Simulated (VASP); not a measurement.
# MgS (P1) in VASP: notebook

The runs below take MgS through single point, with PBE-based screened hybrid with 25 % exact exchange.

All numbers are computed with VASP 6.6.1; they aren't measurements. Logs are shortened: lines on timing, memory, paths and dates and some standing lists are left out, and cuts for length are marked.

**1. The cell of the first run**

The typed cell holds 2 atoms: a = 3.698 Å, b = 4.001 Å, c = 4.358 Å, α = 52.95°, β = 65.39°, γ = 58.75°.

**2. Single point, PBE-based screened hybrid with 25 % exact exchange**

Contents of POSCAR:

```
MgS
1.0
    0.0667560700      2.5184650300      2.7068920500
    3.0521833800      0.1936562600      2.5799918600
    3.3922924900      2.7316739500     -0.1464528500
Mg S
1 1
Direct
    0.9960441600      0.0048933100      0.0057007100
    0.7539558400      0.7451066900      0.7442992900
```

Contents of INCAR.step1:

```
SYSTEM = MgS
  PREC = Accurate
  ENCUT = 520
  EDIFF = 1E-5
  ISMEAR = -1
  SIGMA = 0.05
  LREAL = .False.
  LASPH = .True.
  NELM = 100
  ALGO = Normal
  ISIF = 2
  LWAVE = .True.
  NBANDS = 11
  GGA = PE
```

Contents of INCAR.step2:

```
SYSTEM = MgS
  PREC = Accurate
  ENCUT = 520
  EDIFF = 1E-6
  ISMEAR = -1
  SIGMA = 0.05
  LREAL = .False.
  LASPH = .True.
  NELM = 100
  ALGO = Normal
  ISIF = 2
  LWAVE = .False.
  LCHARG = .True.
  GGA = PE
  LHFCALC = .True.
  AEXX = 0.25
  HFSCREEN = 0.1
  PRECFOCK = Normal
  LELF = .True.
  LVHAR = .True.
  NBANDS = 11
  ISTART = 1
```

Contents of KPOINTS:

```
Automatic mesh
0
Gamma
  5 5 4
  0 0 0
```

Potentials or basis: VASP PAW PBE potentials, release 64 (Mg, S).

Command:

```console
$ cat potpaw_PBE.64/Mg/POTCAR potpaw_PBE.64/S/POTCAR > POTCAR
$ cp INCAR.step1 INCAR
$ mpirun -np 1 vasp_std > vasp.out
$ cp INCAR.step2 INCAR
$ mpirun -np 1 vasp_std > vasp.out
```

OUTCAR:

```text
SYSTEM = MgS
   PREC = Accurate
   ENCUT = 520
   EDIFF = 1E-6
   ISMEAR = -1
   LREAL = .False.
   LASPH = .True.
   NELM = 100
   ISIF = 2
   GGA = PE
   LHFCALC = .True.
   AEXX = 0.25
   HFSCREEN = 0.1
   PRECFOCK = Normal
   ISTART = 1

 ion  position               nearest neighbor table
   1  0.996  0.005  0.006-   2 2.21   2 2.45   2 2.53   2 2.60
   2  0.754  0.745  0.744-   1 2.21   1 2.45   1 2.53   1 2.60

  LATTYP: Found a triclinic cell.
 ALAT       =     6.1157518974
 B/A-ratio  =     0.6116035524
 C/A-ratio  =     1.5641480424
 COS(alpha) =     0.0165456949
 COS(beta)  =     0.5650085832
 COS(gamma) =     0.8100279624

  Lattice vectors:

 A1 = (  -2.6453182000,   4.8628264600,  -2.5995445200)
 A2 = (   0.3401091100,   2.5380176900,  -2.7264447100)
 A3 = (  -9.3631471100,   1.9179435900,   0.4002532300)

Analysis of symmetry for initial positions (statically):
=====================================================================
 Subroutine PRICEL returns:
 Original cell was already a primitive cell.

 Routine SETGRP: Setting up the symmetry group for a
 triclinic supercell.

 Subroutine GETGRP returns: Found  1 space group operations
 (whereof  1 operations were pure point group operations)
 out of a pool of  2 trial point group operations.

The static configuration has the point symmetry C_1 .

Analysis of symmetry for dynamics (positions and initial velocities):
=====================================================================
 Subroutine PRICEL returns:
 Original cell was already a primitive cell.

 Routine SETGRP: Setting up the symmetry group for a
 triclinic supercell.

 Subroutine GETGRP returns: Found  1 space group operations
 (whereof  1 operations were pure point group operations)
 out of a pool of  2 trial point group operations.

The dynamic configuration has the point symmetry C_1 .

 Subroutine INISYM returns: Found  1 space group operations
 (whereof  1 operations are pure point group operations),
 and found     1 'primitive' translations

----------------------------------------------------------------------------------------

                                     Primitive cell

  volume of cell :      43.4859

  direct lattice vectors                    reciprocal lattice vectors
     0.066756070  2.518465030  2.706892050    -0.162720929  0.211542094  0.176623683
     3.052183380  0.193656260  2.579991860     0.178522041 -0.211387060  0.192269762
     3.392292490  2.731673950 -0.146452850     0.137364512  0.186030643 -0.176468649

  length of vectors
     3.697889540  4.001210333  4.357882438     0.320037629  0.336930660  0.290891034

  position of ions in fractional coordinates (direct lattice)
     0.996044160  0.004893310  0.005700710
     0.753955840  0.745106690  0.744299290

  ion indices of the primitive-cell ions
   primitive index   ion index
                 1           1
                 2           2

----------------------------------------------------------------------------------------

 KPOINTS: Automatic mesh

Automatic generation of k-mesh.
 Grid dimensions read from file:
 generate k-points for:    5    5    4

 Generating k-lattice:

  Cartesian coordinates                     Fractional coordinates (reciprocal lattice)
    -0.032544186  0.042308419  0.035324737     0.200000000  0.000000000 -0.000000000
     0.035704408 -0.042277412  0.038453952     0.000000000  0.200000000 -0.000000000
     0.034341128  0.046507661 -0.044117162     0.000000000  0.000000000  0.250000000

  Length of vectors
     0.064007526  0.067386132  0.072722758

  Shift w.r.t. Gamma in fractional coordinates (k-lattice)
     0.000000000  0.000000000  0.000000000

 Subroutine IBZKPT returns following result:
 ===========================================

 Found     51 irreducible k-points:

 Following reciprocal coordinates:
            Coordinates               Weight
  0.000000  0.000000  0.000000      1.000000
  0.200000 -0.000000  0.000000      2.000000
  0.400000  0.000000  0.000000      2.000000
  0.000000  0.200000 -0.000000      2.000000
  0.200000  0.200000 -0.000000      2.000000
  0.400000  0.200000  0.000000      2.000000
[... 16 lines left out ...]
 -0.200000  0.200000  0.250000      2.000000
 -0.000000  0.400000  0.250000      2.000000
 [... further k-points ...]
   k-points           NKPTS =     51   k-points in BZ     NKDIM =    100   number of bands    NBANDS=     11
   number of dos      NEDOS =    301   number of ions     NIONS =      2
   total plane-waves  NPLWV =  26880
   dimension x,y,z NGX =    28 NGY =   30 NGZ =   32
   dimension x,y,z NGXF=    56 NGYF=   60 NGZF=   64
   ions per type =               1   1
   NGX,Y,Z   is equivalent  to a cutoff of  12.59, 12.46, 12.21 a.u.
   NGXF,Y,Z  is equivalent  to a cutoff of  25.18, 24.93, 24.41 a.u.
 SYSTEM =  MgS
   PREC   = accura    normal or accurate (medium, high low for compatibility)
   ISTART =      1    job   : 0-new  1-cont  2-samecut
   ICHARG =      0    charge: 1-file 2-atom 10-const
   ISPIN  =      1    spin polarized calculation?
   LNONCOLLINEAR =      F non collinear calculations
   LSORBIT =      F    spin-orbit coupling
   LASPH  =      T    aspherical Exc in radial PAW
   ENCUT  =  520.0 eV  38.22 Ry    6.18 a.u.   6.88  7.44  8.10*2*pi/ulx,y,z
   NELM   =    100;   NELMIN=  2; NELMDL=  0     # of ELM steps
   EDIFF  = 0.1E-05   stopping-criterion for ELM
   LREAL  =      F    real-space projection
   EDIFFG = 0.1E-04   stopping-criterion for IOM
   NSW    =      0    number of steps for IOM
   IBRION =     -1    ionic relax: 0-MD 1-quasi-New 2-CG
   NFREE  =      0    steps in history (QN), initial steepest desc. (CG)
   ISIF   =      2    stress and relaxation
   ISYM   =      3    0-nonsym 1-usesym 2-fastsym
   POTIM  = 0.5000    time-step for ionic-motion
   TEBEG  =    0.0;   TEEND  =   0.0 temperature during run
   PSTRESS=    0.0 pullay stress
   NELECT =       8.0000    total number of electrons
   NUPDOWN=      -1.0000    fix difference up-down
   EMIN   =  10.00;   EMAX   =-10.00  energy-range for DOS
   EFERMI =   0.00;   METHOD = LEGACY
   ISMEAR =    -1;   SIGMA  =   0.05  broadening in eV -4-tet -1-fermi 0-gaus
   EFERMI_NEDOS =   21; number of points for ismear=-14 and -15
   IALGO  =     38    algorithm
   IMIX   =      1    mixing-type and parameters
     AMIX     =   0.40;   BMIX     =  1.00
     AMIX_MAG =   1.60;   BMIX_MAG =  1.00
  volume/ion in A,a.u.               =      21.74       146.73
  Fermi-wavevector in a.u.,A,eV,Ry     =   0.931084  1.759494 11.795126  0.866917
  Thomas-Fermi vector in A             =   2.057540
   LORBIT       =      0    0 simple, 1 ext, 2 COOP (PROOUT), +10 PAW based schemes
   GGA     = PE    functional components
   LHFCALC =     T    Hartree Fock is set to
   PRECFOCK=normal    Normal, Fast or Accurate (Low or Medium for compatibility)
   ENCUT4O =  -1.0   cutoff for four orbital integrals eV
   NKREDX  =     1    reduce k-point grid by
   NKREDY  =     1    reduce k-point grid by
   NKREDZ  =     1    reduce k-point grid by
   AEXX    =    0.2500 exact exchange contribution
   HFSCREEN=    0.1000 screening length (either q_TF or 0.3 A-1)
   HFSCREENC=   0.1000 screening length for correlation (either q_TF or 0.3 A-1)
   ENCUTFOCK=  -1.0 apply spherical cutoff to Coloumb kernel
   IVDW    =     0    specifies the selected vdW correction
   LEPSILON=     F    determine dielectric tensor
   LRPA    =     F    only Hartree local field effects (RPA)
 non-spin polarized calculation
  energy-cutoff  :      520.00
  volume of cell :       43.49
 maximum number of plane-waves:      1188
  NGX = 24; NGY = 24; NGZ = 28

 number of electron       8.0000000 magnetization

 Free energy of the ion-electron system (eV)
  ---------------------------------------------------
  ext. energy  EPLUGINS =         0.00000000
  ---------------------------------------------------
  free energy    TOTEN  =        -9.74740950 eV

  energy without entropy =       -9.74740950  energy(sigma->0) =       -9.74740950

 E-fermi :   2.0982     XC(G=0):  -6.9847

 val. band max:        1.0215761070   @ k =  -0.0000   0.0000   0.5000
 cond. band min:       5.1059309125   @ k =   0.0000   0.0000   0.0000
 fundamental gap:      4.0843548055
 Fermi energy:         2.0981987561

 k-point     1 :       0.0000    0.0000    0.0000
  band No.  band energies     occupation
      1     -12.1463      2.00000
      2       0.0843      2.00000
      3       0.5882      2.00000
      4       0.9338      2.00000
      5       5.1059      0.00000
      6       9.2138      0.00000
      7      10.3460      0.00000
      8      11.2474      0.00000
      9      12.0422      0.00000
     10      13.8240      0.00000
     11      14.9197      0.00000

 k-point     2 :       0.2000   -0.0000    0.0000
  band No.  band energies     occupation
      1     -11.8600      2.00000
      2      -0.9478      2.00000
      3       0.0544      2.00000
      4       0.5645      2.00000
      5       6.3227      0.00000
      6       9.0043      0.00000
      7      10.3653      0.00000
      8      11.4769      0.00000
      9      12.0660      0.00000
     10      13.3713      0.00000
     11      15.8070      0.00000

 k-point     3 :       0.4000    0.0000    0.0000
  band No.  band energies     occupation
      1     -11.3148      2.00000
      2      -2.7750      2.00000
      3      -0.4347      2.00000
      4       0.6321      2.00000
      5       6.4645      0.00000
      6       9.1567      0.00000
      7      10.6180      0.00000
      8      11.4150      0.00000
      9      12.9405      0.00000
     10      15.0139      0.00000
     11      15.9479      0.00000

 k-point     4 :       0.0000    0.2000   -0.0000
  band No.  band energies     occupation
      1     -11.8247      2.00000
      2      -1.0044      2.00000
      3      -0.2577      2.00000
      4       0.8168      2.00000
      5       6.2925      0.00000
      6       9.3402      0.00000
      7      10.8159      0.00000
      8      10.9558      0.00000
      9      11.3011      0.00000
     10      13.1900      0.00000
     11      15.5697      0.00000

 k-point     5 :       0.2000    0.2000   -0.0000
  band No.  band energies     occupation
      1     -11.7768      2.00000
      2      -0.8731      2.00000
      3      -0.3399      2.00000
      4       0.3153      2.00000
      5       6.7195      0.00000
      6       9.1925      0.00000
      7      10.3243      0.00000
      8      11.0338      0.00000
      9      12.2523      0.00000
     10      12.7264      0.00000
     11      16.0898      0.00000
[... 211 lines left out ...]
 k-point    21 :       0.4000    0.2000    0.2500
  band No.  band energies     occupation
      1     -11.4649      2.00000
      2      -2.0730      2.00000
      3      -0.8581      2.00000
      4       0.5683      2.00000
      5       7.7363      0.00000
      6       8.6548      0.00000
      7       9.9283      0.00000
      8      11.7695      0.00000
      9      12.4215      0.00000
     10      14.7716      0.00000
     11      16.4507      0.00000

 k-point    22 :      -0.4000    0.2000    0.2500
  band No.  band energies     occupation
      1     -11.1443      2.00000
      2      -2.6761      2.00000
      3      -1.5373      2.00000
      4       0.4513      2.00000
      5       8.1361      0.00000
      6       8.7400      0.00000
      7       9.9473      0.00000
      8      11.9978      0.00000
      9      13.7747      0.00000
     10      15.6779      0.00000
     11      16.2169      0.00000

 k-point    23 :      -0.2000    0.2000    0.2500
  band No.  band energies     occupation
      1     -11.4009      2.00000
      2      -2.5308      2.00000
      3      -0.4568      2.00000
      4       0.1638      2.00000
      5       7.5945      0.00000
      6       8.6675      0.00000
      7      10.2957      0.00000
      8      12.1467      0.00000
      9      13.7887      0.00000
     10      14.4204      0.00000
     11      16.6960      0.00000

 k-point    24 :      -0.0000    0.4000    0.2500
  band No.  band energies     occupation
      1     -11.3888      2.00000
      2      -2.7364      2.00000
      3      -0.2180      2.00000
      4       0.3454      2.00000
      5       7.1314      0.00000
      6       8.4262      0.00000
      7       9.5396      0.00000
      8      12.4893      0.00000
      9      13.9544      0.00000
     10      15.4467      0.00000
     11      16.7796      0.00000

 [... further k-points ...]
[... 5 lines left out ...]
  --------------------------------------------------------------------------------------
  -------------------------------------------------------------------------------------
  Total       -0.2277419      1.4055117      1.6209465     -2.3300161     -0.7710043      1.7056502
  in kB       -8.3908418     51.7841763     59.7215815    -85.8462901    -28.4066100     62.8423750
  external PRESSURE =      34.3716387 kB  Pullay stress =       0.0000000 kB

 VOLUME and BASIS-vectors are now :
 -----------------------------------------------------------------------------
  energy-cutoff  :      520.00
  volume of cell :       43.49
      direct lattice vectors                 reciprocal lattice vectors
     0.066756070  2.518465030  2.706892050    -0.162720929  0.211542094  0.176623683
     3.052183380  0.193656260  2.579991860     0.178522041 -0.211387060  0.192269762
     3.392292490  2.731673950 -0.146452850     0.137364512  0.186030643 -0.176468649

 POSITION                                       TOTAL-FORCE (eV/Angst)
 -----------------------------------------------------------------------------------
      0.10077      2.52502      2.70797        -0.992142      0.851615     -1.185618
      4.84941      4.07629      3.85424         0.992142     -0.851615      1.185618
 -----------------------------------------------------------------------------------
    total drift:                               -0.000036      0.000056      0.000093

  FREE ENERGIE OF THE ION-ELECTRON SYSTEM (eV)
  ---------------------------------------------------
  free  energy   TOTEN  =        -9.7474094987 eV

  energy  without entropy=       -9.7474094986  energy(sigma->0) =       -9.74740950
```

Wall time 27 min (1 thread of AMD EPYC 7R43 (Zen 3), shared host); peak memory 0.27 GiB.

Results:

```yaml
Free_energy: -9.7474 eV
Pressure: 3.4 GPa
Largest_force: 1.765 eV/Å
Band_gap_on_the_k_mesh: 4.08 eV (least direct gap 4.17 eV)
```

Forces on the atoms (eV/Å):
```
Mg  -0.992  0.852 -1.186
S    0.992 -0.852  1.186
```

Caveat: the k points lie up to 0.42 Å⁻¹ apart; the PAW data sets were made with another functional, which shifts forces and pressure a little.

**3. Single point, PBE-based screened hybrid with 25 % exact exchange**

POSCAR is that of step 2.

Contents of INCAR.step1:

```
PREC     = Accurate       # precision mode
ENCUT    = 520            # plane-wave cutoff, eV
EDIFF    = 1E-5           # SCF threshold, eV
ISMEAR   = -1             # smearing method
SIGMA    = 0.05           # smearing width, eV
LREAL    = F              # projectors in reciprocal space
LASPH    = T              # aspherical terms in the spheres
NELM     = 60             # most SCF steps
ALGO     = Normal         # electronic algorithm
ISIF     = 2              # what is computed and relaxed
LWAVE    = T              # write WAVECAR
LCHARG   = F              # write CHGCAR
GGA      = PE             # functional
NBANDS   = 11             # bands
```

Contents of INCAR.step2:

```
PREC     = Accurate       # precision mode
ENCUT    = 520            # plane-wave cutoff, eV
EDIFF    = 1E-6           # SCF threshold, eV
ISMEAR   = -1             # smearing method
SIGMA    = 0.05           # smearing width, eV
LREAL    = F              # projectors in reciprocal space
LASPH    = T              # aspherical terms in the spheres
NELM     = 60             # most SCF steps
ALGO     = Normal         # electronic algorithm
ISIF     = 2              # what is computed and relaxed
LWAVE    = F              # write WAVECAR
LCHARG   = F              # write CHGCAR
GGA      = PE             # functional
LHFCALC  = T              # exact exchange
AEXX     = 0.25           # exact-exchange fraction
HFSCREEN = 0.15           # screening, 1/A
PRECFOCK = Normal       
ISTART   = 1            
NBANDS   = 11             # bands
```

Contents of KPOINTS:

```
regular mesh
0
Gamma
  5 5 4
```

Potentials or basis: VASP PAW PBE potentials, release 64 (Mg, S).

Command:

```console
$ cat potpaw_PBE.64/Mg/POTCAR potpaw_PBE.64/S/POTCAR > POTCAR
$ cp INCAR.step1 INCAR
$ mpirun -np 1 vasp_std > vasp.out
$ cp INCAR.step2 INCAR
$ mpirun -np 1 vasp_std > vasp.out
```

It took 25 min on 1 thread of AMD EPYC 7R43 (Zen 3), shared host; peak memory 0.26 GiB.

Results (log left out):

* Free energy: -9.6089 eV
* Pressure: 3.5 GPa
* Largest force: 1.765 eV/Å
* Band gap on the k mesh: 3.92 eV (least direct gap 4.00 eV)

Forces on the atoms (eV/Å):
```
Mg  -0.992  0.851 -1.185
S    0.992 -0.851  1.185
```

Stress tensor (GPa, compression positive):
```
-0.78 -8.58  6.29
-8.58  5.24 -2.84
 6.29 -2.84  6.03
```

Levels at points of the mesh, in eV from the valence-band top:
```tsv
k point	band 1	band 2	band 3	band 4	band 5	band 6	band 7	band 8	band 9
(0.00, 0.00, 0.00)	-13.16	-0.94	-0.43	-0.09	3.92	8.01	9.14	10.04	10.84
(0.00, 0.00, 0.50)	-12.49	-4.22	-1.05	0.00	6.27	8.69	9.30	10.31	13.09
```

Caveat: the k points lie up to 0.42 Å⁻¹ apart; the PAW data sets were made with another functional, which shifts forces and pressure a little.
